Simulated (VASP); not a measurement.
# Cu: single point with PBEsol

Crystal: Cu.

```
CELL_PARAMETERS angstrom
0.00000 1.78169 1.78169
1.78169 0.00000 1.78169
1.78169 1.78169 0.00000
ATOMIC_POSITIONS crystal
Cu 0.00000 0.00000 0.00000
```

* Program: VASP 6.6.1
* Task: single point
* Functional: PBEsol
* Potentials or basis: VASP PAW PBE potentials, release 64 (Cu)
* Cutoff: 600 eV
* k mesh: 20 × 20 × 20
* Occupations: gaussian, width 0.1 eV
* Spin: no spin polarisation
* Dipole correction: no
* Further INCAR settings: ALGO = Normal; EDIFF = 1e-06; NBANDS = 12

* Pressure: 0.8 GPa

Levels at points of the mesh, in eV from the Fermi level:
| k point | band 3 | band 4 | band 5 | band 6 | band 7 | band 8 | band 9 | band 10 |
| --- | --- | --- | --- | --- | --- | --- | --- | --- |
| (0.00, 0.00, 0.00) | -3.13 | -3.13 | -2.24 | -2.24 | 22.96 | 25.91 | 25.91 | 25.91 |
| (0.50, 0.00, 0.00) | -3.16 | -1.63 | -1.63 | -1.13 | 4.00 | 21.43 | 22.73 | 22.73 |
| (0.50, 0.50, 0.00) | -1.65 | -1.48 | -1.48 | 1.46 | 7.44 | 13.40 | 13.40 | 18.03 |

It took 36 s on 1 thread of Intel Xeon 8259CL, on a shared host, peak memory 0.16 GiB.

Caveat: the PAW data sets were made with another functional, which shifts forces and pressure a little.
